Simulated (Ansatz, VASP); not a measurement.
## Two plane-wave programs on C

The input INCAR:

```
SYSTEM = C
ALGO     = Normal         ! electronic algorithm
EDIFF    = 1E-6           ! SCF threshold, eV
ENCUT    = 520            ! plane-wave cutoff, eV
GGA      = PE             ! functional
ISIF     = 2              ! what is computed and relaxed
ISMEAR   = -1             ! smearing method
LASPH    = .TRUE.         ! aspherical terms in the spheres
LCHARG   = .FALSE.        ! write CHGCAR
LREAL    = .FALSE.        ! projectors in reciprocal space
LWAVE    = .FALSE.        ! write WAVECAR
NBANDS   = 21             ! bands
NELM     = 80             ! most SCF steps
PREC     = Accurate       ! precision mode
SIGMA    = 0.02           ! smearing width, eV
```

File KPOINTS:

```
k-points
0
G
  12 8 1
  0 0 0
```

Contents of POSCAR:

```
C
1.0
    2.5255274271      0.0000000000      0.0000000000
    0.0000000000      3.5716351395      0.0000000000
    0.0000000000      0.0000000000     18.5255000000
C
6
Direct
    0.7500000000      0.0971674604      0.4383265556
    0.2500000000      0.9028325396      0.4383265556
    0.2500000000      0.6103415899      0.5000000220
    0.7500000000      0.3896584101      0.5000000220
    0.7500000000      0.0971674345      0.5616734224
    0.2500000000      0.9028325655      0.5616734224
```

Input for Ansatz:

```yaml
crystal:
  lattice:
    - [2.5255274271, 0.0, 0.0]
    - [0.0, 3.5716351395, 0.0]
    - [0.0, 0.0, 18.5255]
  atoms:
    - { symbol: C, position: [0.75, 0.0971674604, 0.4383265556] }
    - { symbol: C, position: [0.25, 0.9028325396, 0.4383265556] }
    - { symbol: C, position: [0.25, 0.6103415899, 0.500000022] }
    - { symbol: C, position: [0.75, 0.3896584101, 0.500000022] }
    - { symbol: C, position: [0.75, 0.0971674345, 0.5616734224] }
    - { symbol: C, position: [0.25, 0.9028325655, 0.5616734224] }
kpoints:
  mp_grid: { grid: [12, 8, 1] }
scf:
  occupations: { method: fermi_dirac, width: 0.02 }
hamiltonian:
  xc: pbe
  pseudopotentials: { kind: paw }
output:
  forces: true
  stress: true
  eigenvalues: true
  core_levels:
    shells: { C: ["1s"] }
    counted_from: conduction_bottom
    add_spin: false
  write_density: true
  write_potential: true
  elf: true
  volumetric_format: npy
```

Alike in both runs: task single point; functional PBE; k mesh 12 × 8 × 1; occupations fermi-dirac, width 0.02 eV; no spin polarisation.

```csv
,VASP,Ansatz
version,VASP 6.6.1,Ansatz 0.2.0
potentials or method,"VASP PAW PBE potentials, release 64 (C)","PAW with Ansatz's default frozen-core files, scalar-relativistic"
plane-wave cutoff (eV),520,420
valence electrons in the cell,24,24
```

Ansatz gave:

| Item | Value |
| --- | --- |
| rms of the force components (eV/Å) | 0.001 |

**Question.** What did VASP give for the same quantities?

**Answer.** rms of the force components (eV/Å): 0.015.

Atom by atom the forces differ by 0.016 eV/Å (rms over components). With one functional, cell and mesh, what is left measures potentials, basis and numerics. Ansatz's warnings: xc potential rough in thin density.
